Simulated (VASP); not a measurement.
Wanted: the native input for a VASP 6.6.1 run.

* Task: single point
* Functional: r2SCAN
* Potentials or basis: VASP PAW PBE potentials, release 64 (Cd, Se)
* Cutoff: 520 eV
* k mesh: 9 × 9 × 4
* Occupations: gaussian, width 0.02 eV
* Spin: no spin polarisation
* Dipole correction: no
* Further INCAR settings: ALGO = Normal; EDIFF = 1e-06; NBANDS = 26

CdSe:

```xyz
4
Lattice="4.3400 0.0000 0.0000 -2.1700 3.7586 0.0000 0.0000 0.0000 7.0784" Properties=species:S:1:pos:R:3 pbc="T T T"
Cd    2.1700    1.2529    3.5391
Cd    0.0000    2.5057    7.0783
Se    2.1700    1.2529    6.1999
Se    0.0000    2.5057    2.6607
```

These files were run (other wordings do the same):

POSCAR

```
CdSe
1.0
    4.3400069584      0.0000000000      0.0000000000
   -2.1700034792      3.7585562786      0.0000000000
    0.0000000000      0.0000000000      7.0784258495
Cd Se
2 2
Direct
    0.6666666667      0.3333333333      0.4999777432
    0.3333333333      0.6666666667      0.9999777432
    0.6666666667      0.3333333333      0.8758822568
    0.3333333333      0.6666666667      0.3758822568
```

INCAR.step1

```
  ALGO = Normal
  EDIFF = 1E-4
  ENCUT = 520
  GGA = PE
  ISMEAR = 0
  LASPH = True
  LCHARG = False
  LREAL = False
  LWAVE = True
  NBANDS = 26
  NELM = 100
  PREC = Accurate
  SIGMA = 0.02
```

INCAR.step2

```
  ALGO = Normal
  EDIFF = 1E-6
  ENCUT = 520
  ISIF = 2
  ISMEAR = 0
  ISTART = 1
  LASPH = True
  LCHARG = False
  LMIXTAU = True
  LREAL = False
  LWAVE = False
  METAGGA = R2SCAN
  NBANDS = 26
  NELM = 100
  PREC = Accurate
  SIGMA = 0.02
```

KPOINTS

```
k-points
0
Gamma
  9 9 4
```

Potentials or basis: VASP PAW PBE potentials, release 64 (Cd, Se).

Launch:

```bash
$ cat potpaw_PBE.64/Cd/POTCAR potpaw_PBE.64/Se/POTCAR > POTCAR
$ cp INCAR.step1 INCAR
$ mpirun -np 1 vasp_std > vasp.out
$ cp INCAR.step2 INCAR
$ mpirun -np 1 vasp_std > vasp.out
```

It gave:

- Pressure: 0.2 GPa
- Band gap on the k mesh: 1.09 eV

Caveat: the PAW data sets were made with another functional, which shifts forces and pressure a little.

Wall time 3 min on 1 thread of Intel(R) Xeon(R) Platinum 8559C (Emerald Rapids), with other jobs on the host, peak memory 0.29 GiB.
